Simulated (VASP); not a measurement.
# WSe2 (P4_2/mnm) in VASP: settings compared

WSe2 is run at these levels: PBE, r2SCAN; tasks: single point.

Program: VASP 6.6.1. These are calculated values, not measurements. Logs are shortened: lines on timing, memory, paths and dates and some standing lists are left out, and cuts for length are marked.

## Step 1: The cell of the first run

Symmetry: P4_2/mnm, No. 136, tetragonal system. The conventional cell has a = 6.206 Å, b = 6.206 Å, c = 3.375 Å, α = 90.00°, β = 90.00°, γ = 90.00°. W (site symmetry mmm) has 6 Se at 2.50 to 2.53 Å and 2 W at 3.37 Å within 3.4 Å. Within 3.4 Å of Se (site symmetry m2m) lie 3 W at 2.50 to 2.53 Å and 2 Se at 3.37 Å.

## Step 2: Single point, PBE

File INCAR:

```
PREC = Accurate ; ENCUT = 520
EDIFF = 1E-6 ; ISMEAR = -1
SIGMA = 0.02 ; LREAL = F
LASPH = T ; NELM = 80
ALGO = Normal ; ISIF = 2
LWAVE = F ; LCHARG = F
GGA = PE ; NBANDS = 35
```

File KPOINTS:

```
Automatic mesh
0
Gamma
  4 4 6
```

File POSCAR:

```
WSe2
1.0
    6.2058133945      0.0000000000      0.0000000000
    0.0000000000      6.2058133945      0.0000000000
    0.0000000000      0.0000000000      3.3749708382
W Se
2 4
Direct
    0.0000000000      0.0000000000      0.0000000000
    0.5000000000      0.5000000000      0.5000000000
    0.2851797640      0.2851797640      0.0000000000
    0.2148202360      0.7851797640      0.5000000000
    0.7851797640      0.2148202360      0.5000000000
    0.7148202360      0.7148202360      0.0000000000
```

Potentials or basis: VASP PAW PBE potentials, release 64 (W_sv, Se).

The run is started by

```sh
> cat potpaw_PBE.64/W_sv/POTCAR potpaw_PBE.64/Se/POTCAR > POTCAR
> mpirun -np 1 vasp_std > vasp.out
```

OUTCAR:

```text
PREC = Accurate
   ENCUT = 520
   EDIFF = 1E-6
   ISMEAR = -1
   LREAL = F
   LASPH = T
   NELM = 80
   ISIF = 2
   GGA = PE

 ion  position               nearest neighbor table
   1  0.000  0.000  0.000-   3 2.50   6 2.50   5 2.53   4 2.53   4 2.53   5 2.53
   2  0.500  0.500  0.500-   4 2.50   5 2.50   3 2.53   6 2.53   3 2.53   6 2.53
   3  0.285  0.285  0.000-   1 2.50   2 2.53   2 2.53
   4  0.215  0.785  0.500-   2 2.50   1 2.53   1 2.53
   5  0.785  0.215  0.500-   2 2.50   1 2.53   1 2.53
   6  0.715  0.715  0.000-   1 2.50   2 2.53   2 2.53

  LATTYP: Found a simple tetragonal cell.
 ALAT       =     6.2058133945
 C/A-ratio  =     0.5438402065

  Lattice vectors:

 A1 = (   6.2058133945,   0.0000000000,   0.0000000000)
 A2 = (   0.0000000000,   6.2058133945,   0.0000000000)
 A3 = (   0.0000000000,   0.0000000000,   3.3749708382)

Analysis of symmetry for initial positions (statically):
=====================================================================
 Subroutine PRICEL returns:
 Original cell was already a primitive cell.

 Routine SETGRP: Setting up the symmetry group for a
 simple tetragonal supercell.

 Subroutine GETGRP returns: Found 16 space group operations
 (whereof  8 operations were pure point group operations)
 out of a pool of 16 trial point group operations.

The static configuration has the point symmetry D_2h.
 The point group associated with its full space group is D_4h.

Analysis of symmetry for dynamics (positions and initial velocities):
=====================================================================
 Subroutine PRICEL returns:
 Original cell was already a primitive cell.

 Routine SETGRP: Setting up the symmetry group for a
 simple tetragonal supercell.

 Subroutine GETGRP returns: Found 16 space group operations
 (whereof  8 operations were pure point group operations)
 out of a pool of 16 trial point group operations.

The dynamic configuration has the point symmetry D_2h.
 The point group associated with its full space group is D_4h.

 Subroutine INISYM returns: Found 16 space group operations
 (whereof  8 operations are pure point group operations),
 and found     1 'primitive' translations

----------------------------------------------------------------------------------------

                                     Primitive cell

  volume of cell :     129.9773

  direct lattice vectors                    reciprocal lattice vectors
     6.205813394  0.000000000  0.000000000     0.161139231  0.000000000  0.000000000
     0.000000000  6.205813394  0.000000000     0.000000000  0.161139231  0.000000000
     0.000000000  0.000000000  3.374970838     0.000000000  0.000000000  0.296298856

  length of vectors
     6.205813394  6.205813394  3.374970838     0.161139231  0.161139231  0.296298856

  position of ions in fractional coordinates (direct lattice)
     0.000000000  0.000000000  0.000000000
     0.500000000  0.500000000  0.500000000
     0.285179764  0.285179764  0.000000000
     0.214820236  0.785179764  0.500000000
     0.785179764  0.214820236  0.500000000
     0.714820236  0.714820236  0.000000000

  ion indices of the primitive-cell ions
   primitive index   ion index
                 1           1
                 2           2
                 3           3
                 4           4
                 5           5
                 6           6

----------------------------------------------------------------------------------------

 KPOINTS: Automatic mesh

Automatic generation of k-mesh.
 Grid dimensions read from file:
 generate k-points for:    4    4    6

 Generating k-lattice:

  Cartesian coordinates                     Fractional coordinates (reciprocal lattice)
     0.040284808  0.000000000  0.000000000     0.250000000  0.000000000  0.000000000
     0.000000000  0.040284808  0.000000000     0.000000000  0.250000000  0.000000000
     0.000000000  0.000000000  0.049383143     0.000000000  0.000000000  0.166666667

  Length of vectors
     0.040284808  0.040284808  0.049383143

  Shift w.r.t. Gamma in fractional coordinates (k-lattice)
     0.000000000  0.000000000  0.000000000

 Subroutine IBZKPT returns following result:
 ===========================================

 Found     24 irreducible k-points:

 Following reciprocal coordinates:
            Coordinates               Weight
  0.000000  0.000000  0.000000      1.000000
  0.250000  0.000000  0.000000      4.000000
  0.500000  0.000000  0.000000      2.000000
  0.250000  0.250000  0.000000      4.000000
  0.500000  0.250000  0.000000      4.000000
  0.500000  0.500000  0.000000      1.000000
[... 16 lines left out ...]
  0.500000  0.250000  0.500000      4.000000
  0.500000  0.500000  0.500000      1.000000
   k-points           NKPTS =     24   k-points in BZ     NKDIM =     24   number of bands    NBANDS=     35
   number of dos      NEDOS =    301   number of ions     NIONS =      6
   total plane-waves  NPLWV =  64512
[... 51 lines left out ...]
   NGX = 23   NGY = 23   NGZ = 13

 number of electron      52.0000000 magnetization

 Free energy of the ion-electron system (eV)
  ---------------------------------------------------
  ext. energy  EPLUGINS =         0.00000000
  ---------------------------------------------------
  free energy    TOTEN  =       -40.31553814 eV

  energy without entropy =      -40.31218026  energy(sigma->0) =      -40.31385920

 E-fermi :   5.7581     XC(G=0): -10.4232

 val. band max:        5.6888245472   @ k =   0.5000   0.5000   0.5000
 cond. band min:       5.7739690952   @ k =   0.2500   0.2500   0.3333
 fundamental gap:      0.0851445481
 Fermi energy:         5.7580603546

 k-point     1 :       0.0000    0.0000    0.0000
  band No.  band energies     occupation
      1     -69.0027      2.00000
      2     -69.0027      2.00000
      3     -33.2466      2.00000
      4     -33.2466      2.00000
      5     -33.1988      2.00000
      6     -33.1988      2.00000
[... 27 lines left out ...]
     34      10.0391      0.00000
     35      10.6734      0.00000

 k-point     2 :       0.2500    0.0000    0.0000
  band No.  band energies     occupation
      1     -69.0027      2.00000
      2     -69.0027      2.00000
      3     -33.2465      2.00000
      4     -33.2465      2.00000
      5     -33.1989      2.00000
      6     -33.1989      2.00000
[... 27 lines left out ...]
     34       9.7438      0.00000
     35      11.0368      0.00000

 k-point     3 :       0.5000    0.0000    0.0000
  band No.  band energies     occupation
      1     -69.0027      2.00000
      2     -69.0027      2.00000
      3     -33.2464      2.00000
      4     -33.2464      2.00000
      5     -33.1991      2.00000
      6     -33.1991      2.00000
[... 27 lines left out ...]
     34       9.4184      0.00000
     35      11.0112      0.00000

 k-point     4 :       0.2500    0.2500    0.0000
  band No.  band energies     occupation
      1     -69.0027      2.00000
      2     -69.0027      2.00000
      3     -33.2467      2.00000
      4     -33.2464      2.00000
      5     -33.1991      2.00000
      6     -33.1987      2.00000
[... 27 lines left out ...]
     34      10.0188      0.00000
     35      10.2166      0.00000

 k-point     5 :       0.5000    0.2500    0.0000
  band No.  band energies     occupation
      1     -69.0027      2.00000
      2     -69.0027      2.00000
      3     -33.2466      2.00000
      4     -33.2466      2.00000
      5     -33.1989      2.00000
      6     -33.1989      2.00000
[... 638 lines left out ...]
 k-point    22 :       0.2500    0.2500    0.5000
  band No.  band energies     occupation
      1     -68.9992      2.00000
      2     -68.9992      2.00000
      3     -33.3069      2.00000
      4     -33.3069      2.00000
      5     -33.2363      2.00000
      6     -33.2363      2.00000
[... 27 lines left out ...]
     34       9.8940      0.00000
     35      11.0030      0.00000

 k-point    23 :       0.5000    0.2500    0.5000
  band No.  band energies     occupation
      1     -68.9992      2.00000
      2     -68.9992      2.00000
      3     -33.3069      2.00000
      4     -33.3069      2.00000
      5     -33.2363      2.00000
      6     -33.2363      2.00000
[... 27 lines left out ...]
     34       9.7035      0.00000
     35      10.8544      0.00000

 k-point    24 :       0.5000    0.5000    0.5000
  band No.  band energies     occupation
      1     -68.9992      2.00000
      2     -68.9992      2.00000
      3     -33.3069      2.00000
      4     -33.3069      2.00000
      5     -33.2363      2.00000
      6     -33.2363      2.00000
[... 27 lines left out ...]
     34       9.1950      0.00000
     35       9.9825      0.00000

------------------------ aborting loop because EDIFF is reached ----------------------------------------

  FORCE on cell =-STRESS in cart. coord.  units (eV):
  Direction    XX          YY          ZZ          XY          YZ          ZX
  --------------------------------------------------------------------------------------
  -------------------------------------------------------------------------------------
  Total        0.1579600      0.1579600      0.1768749      0.0000000      0.0000000      0.0000000
  in kB        1.9471086      1.9471086      2.1802655      0.0000000      0.0000000      0.0000000
  external PRESSURE =       2.0248276 kB  Pullay stress =       0.0000000 kB

 VOLUME and BASIS-vectors are now :
 -----------------------------------------------------------------------------
  energy-cutoff  :      520.00
  volume of cell :      129.98
      direct lattice vectors                 reciprocal lattice vectors
     6.205813394  0.000000000  0.000000000     0.161139231  0.000000000  0.000000000
     0.000000000  6.205813394  0.000000000     0.000000000  0.161139231  0.000000000
     0.000000000  0.000000000  3.374970838     0.000000000  0.000000000  0.296298856

 POSITION                                       TOTAL-FORCE (eV/Angst)
 -----------------------------------------------------------------------------------
      0.00000      0.00000      0.00000         0.000000      0.000000     -0.000000
      3.10291      3.10291      1.68749         0.000000      0.000000     -0.000000
      1.76977      1.76977      0.00000        -0.003831     -0.003831      0.000000
      1.33313      4.87268      1.68749         0.003831     -0.003831     -0.000000
      4.87268      1.33313      1.68749        -0.003831      0.003831     -0.000000
      4.43604      4.43604      0.00000         0.003831      0.003831     -0.000000
 -----------------------------------------------------------------------------------
    total drift:                                0.000000     -0.000000      0.000000

  FREE ENERGIE OF THE ION-ELECTRON SYSTEM (eV)
  ---------------------------------------------------
  free  energy   TOTEN  =       -40.3155381410 eV

  energy  without entropy=      -40.3121802564  energy(sigma->0) =      -40.31385920
```

It took 67 s on 1 thread of Intel Xeon Platinum 8559C (Emerald Rapids), shared host; peak memory 0.29 GiB.

Results:

```yaml
Free_energy: -40.3155 eV
Pressure: 0.2 GPa
Largest_force: 0.005 eV/Å
Band_gap_on_the_k_mesh: zero (bands 26 and 27 overlap by 0.84 eV)
```

Forces in eV/Å, atoms in the order of the input:
```
W    0.000  0.000  0.000
W    0.000  0.000  0.000
Se  -0.004 -0.004  0.000
Se   0.004 -0.004  0.000
Se  -0.004  0.004  0.000
Se   0.004  0.004  0.000
```

Levels at points of the mesh, in eV from the Fermi level:
```csv
k point,band 23,band 24,band 25,band 26,band 27,band 28,band 29,band 30
"(0.00, 0.00, 0.00)",-1.42,-0.83,-0.83,-0.31,-0.31,0.07,0.42,1.48
"(0.50, 0.00, 0.00)",-1.64,-1.64,-0.89,-0.89,0.89,0.89,0.95,0.95
"(0.50, 0.50, 0.00)",-2.13,-2.13,-0.80,-0.80,-0.30,-0.30,1.91,1.91
"(0.00, 0.00, 0.50)",-2.74,-2.74,0.44,0.44,1.03,1.03,1.53,1.53
"(0.50, 0.00, 0.50)",-1.65,-1.65,-1.50,-1.50,1.37,1.37,1.48,1.48
"(0.50, 0.50, 0.50)",-1.66,-1.66,-0.07,-0.07,0.12,0.12,1.49,1.49
```

Caveat: spin-orbit coupling is left out, which moves the levels of the heavy elements.

## Step 3: Single point, r2SCAN

This run uses another cell than the first one, of 21.36 Å³/atom.

File POSCAR:

```
WSe2
1.0
    6.1535978334      0.0000000000      0.0000000000
    0.0000000000      6.1535978334      0.0000000000
    0.0000000000      0.0000000000      3.3846404358
W Se
2 4
Direct
    0.0000000000      0.0000000000      0.0000000000
    0.5000000000      0.5000000000      0.5000000000
    0.2864602883      0.2864602883      0.0000000000
    0.2135397117      0.7864602883      0.5000000000
    0.7864602883      0.2135397117      0.5000000000
    0.7135397117      0.7135397117      0.0000000000
```

File INCAR.step1:

```
SYSTEM = WSe2
PREC     = Accurate       ! precision mode
ENCUT    = 520            ! plane-wave cutoff, eV
ISMEAR   = -1             ! smearing method
SIGMA    = 0.02           ! smearing width, eV
LREAL    = .False.        ! projectors in reciprocal space
LASPH    = .True.         ! aspherical terms in the spheres
NELM     = 100            ! most SCF steps
NBANDS   = 35             ! bands
GGA      = PE             ! functional
ALGO     = Normal         ! electronic algorithm
EDIFF    = 1E-4           ! SCF threshold, eV
LWAVE    = .True.         ! write WAVECAR
LCHARG   = .False.        ! write CHGCAR
```

File INCAR.step2:

```
SYSTEM = WSe2
PREC     = Accurate       ! precision mode
ENCUT    = 520            ! plane-wave cutoff, eV
EDIFF    = 1E-6           ! SCF threshold, eV
ISMEAR   = -1             ! smearing method
SIGMA    = 0.02           ! smearing width, eV
LREAL    = .False.        ! projectors in reciprocal space
LASPH    = .True.         ! aspherical terms in the spheres
NELM     = 100            ! most SCF steps
ALGO     = Normal         ! electronic algorithm
ISIF     = 2              ! what is computed and relaxed
LWAVE    = .False.        ! write WAVECAR
LCHARG   = .False.        ! write CHGCAR
METAGGA  = R2SCAN         ! meta-GGA
LMIXTAU  = .True.       
NBANDS   = 35             ! bands
ISTART   = 1
```

File KPOINTS:

```
regular mesh
0
Gamma
  4 4 8
  0 0 0
```

Potentials or basis: VASP PAW PBE potentials, release 64 (W_sv, Se).

The run is started by

```sh
> cat potpaw_PBE.64/W_sv/POTCAR potpaw_PBE.64/Se/POTCAR > POTCAR
> cp INCAR.step1 INCAR
> mpirun -np 1 vasp_std > vasp.out
> cp INCAR.step2 INCAR
> mpirun -np 1 vasp_std > vasp.out
```

Run time: 4.2 min. Hardware: 1 thread of Intel Xeon Platinum 8559C (Emerald Rapids), shared host; peak memory 0.32 GiB.

The run converged. Its results:

```yaml
Free_energy: -160.6778 eV
Pressure: 0.1 GPa
Largest_force: 0.007 eV/Å
Band_gap_on_the_k_mesh: zero (bands 26 and 27 overlap by 0.93 eV)
```

Forces on the atoms (eV/Å):
```
W    0.000  0.000  0.000
W    0.000  0.000  0.000
Se  -0.005 -0.005  0.000
Se   0.005 -0.005  0.000
Se  -0.005  0.005  0.000
Se   0.005  0.005  0.000
```

Stress tensor (GPa, compression positive):
```
0.11 0.00 0.00
0.00 0.11 0.00
0.00 0.00 0.23
```

Levels at points of the mesh, in eV from the Fermi level:
```csv
k point,band 23,band 24,band 25,band 26,band 27,band 28,band 29,band 30
"(0.00, 0.00, 0.00)",-1.39,-0.89,-0.89,-0.35,-0.35,-0.04,0.45,1.72
"(0.50, 0.00, 0.00)",-1.83,-1.83,-0.89,-0.89,0.94,0.94,1.07,1.07
"(0.50, 0.50, 0.00)",-2.11,-2.11,-0.98,-0.98,-0.33,-0.33,2.11,2.11
"(0.00, 0.00, 0.50)",-2.92,-2.92,0.54,0.54,1.15,1.15,1.66,1.66
"(0.50, 0.00, 0.50)",-1.78,-1.78,-1.48,-1.48,1.55,1.55,1.63,1.63
"(0.50, 0.50, 0.50)",-1.76,-1.76,0.00,0.00,0.19,0.19,1.62,1.62
```

Caveat: the PAW data sets were made with another functional, which shifts forces and pressure a little; spin-orbit coupling is left out, which moves the levels of the heavy elements.

## Step 4: Single point, r2SCAN

This run uses another cell than the first one, of 21.36 Å³/atom.

POSCAR is that of step 3.

File INCAR.step1:

```
  PREC = Accurate
  ENCUT = 520
  ISMEAR = -1
  SIGMA = 0.02
  LREAL = False
  LASPH = True
  NELM = 60
  NBANDS = 35
  GGA = PE
  ALGO = Normal
  EDIFF = 1E-4
  LWAVE = True
  LCHARG = False
```

File INCAR.step2:

```
  PREC = Accurate
  ENCUT = 520
  EDIFF = 1E-6
  ISMEAR = -1
  SIGMA = 0.02
  LREAL = False
  LASPH = True
  NELM = 60
  ALGO = Normal
  ISIF = 2
  LWAVE = False
  LCHARG = True
  METAGGA = R2SCAN
  LMIXTAU = True
  LELF = True
  LVHAR = True
  NBANDS = 35
  ISTART = 1
```

File KPOINTS:

```
Automatic mesh
0
Gamma
  4 4 8
```

The run is started by

```sh
> cat potpaw_PBE.64/W_sv/POTCAR potpaw_PBE.64/Se/POTCAR > POTCAR
> cp INCAR.step1 INCAR
> mpirun -np 1 vasp_std > vasp.out
> cp INCAR.step2 INCAR
> mpirun -np 1 vasp_std > vasp.out
```

Wall time 4.6 min (1 thread of Intel Xeon Platinum 8559C (Emerald Rapids), shared host); peak memory 0.32 GiB.

The run converged. Its results:

| Item | Value |
| --- | --- |
| Free energy | -160.6778 eV |
| Pressure | 0.1 GPa |
| Largest force | 0.007 eV/Å |
| Band gap on the k mesh | zero (bands 26 and 27 overlap by 0.93 eV) |

Forces in eV/Å, atoms in the order of the input:
```
W    0.000  0.000  0.000
W    0.000  0.000  0.000
Se  -0.005 -0.005  0.000
Se   0.005 -0.005  0.000
Se  -0.005  0.005  0.000
Se   0.005  0.005  0.000
```

Stress tensor (GPa, compression positive):
```
0.11 0.00 0.00
0.00 0.11 0.00
0.00 0.00 0.23
```

Levels at points of the mesh, in eV from the Fermi level:
```
           k point  band 22  band 23  band 24  band 25  band 26  band 27  band 28  band 29  band 30  band 31
(0.00, 0.00, 0.00)    -1.80    -1.39    -0.89    -0.89    -0.35    -0.35    -0.04     0.45     1.72     2.17
(0.50, 0.00, 0.00)    -1.83    -1.83    -1.83    -0.89    -0.89     0.94     0.94     1.07     1.07     3.72
(0.50, 0.50, 0.00)    -2.48    -2.11    -2.11    -0.98    -0.98    -0.33    -0.33     2.11     2.11     2.65
(0.00, 0.00, 0.50)    -3.47    -2.92    -2.92     0.54     0.54     1.15     1.15     1.66     1.66     1.99
(0.50, 0.00, 0.50)    -3.62    -1.78    -1.78    -1.48    -1.48     1.55     1.55     1.63     1.63     2.18
(0.50, 0.50, 0.50)    -2.58    -1.76    -1.76     0.00     0.00     0.19     0.19     1.62     1.62     3.35
```

Caveat: the PAW data sets were made with another functional, which shifts forces and pressure a little; spin-orbit coupling is left out, which moves the levels of the heavy elements.
